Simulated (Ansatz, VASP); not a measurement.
Si in VASP and in Ansatz

```
Si
1.0
     0.00000    2.70097    2.70097
     2.70097    0.00000    2.70097
     2.70097    2.70097    0.00000
Si
2
Direct
  0.75000 0.75000 0.75000
  0.50000 0.50000 0.50000
```

Alike in both runs: functional LDA; k mesh 12 × 12 × 12; occupations gaussian, width 0.02 eV; no spin polarisation.

Ansatz relaxed the structure, and its values are those at the end. VASP's run is a single point on that final structure, the one shown.

|  | VASP | Ansatz |
| --- | --- | --- |
| version | VASP 6.6.1 | Ansatz 0.2.0 |
| potentials or method | VASP PAW LDA potentials, release 64 (Si), cutoff 520 eV | scalar-relativistic, plane waves, PAW |
| valence electrons in the cell | 8 | 8 |

|  | VASP | Ansatz | Ansatz less VASP |
| --- | --- | --- | --- |
| gap on the k mesh at the Fermi level (eV) | 0.44 | 0.44 | +0.002 |
| least direct gap on the mesh (eV) | 2.53 | 2.53 | +0.002 |
| pressure (GPa) | 0.0 | 0.0 | -0.04 |

LDA's correlation is that of Perdew and Zunger in VASP and of Perdew and Wang (1992) in Ansatz.
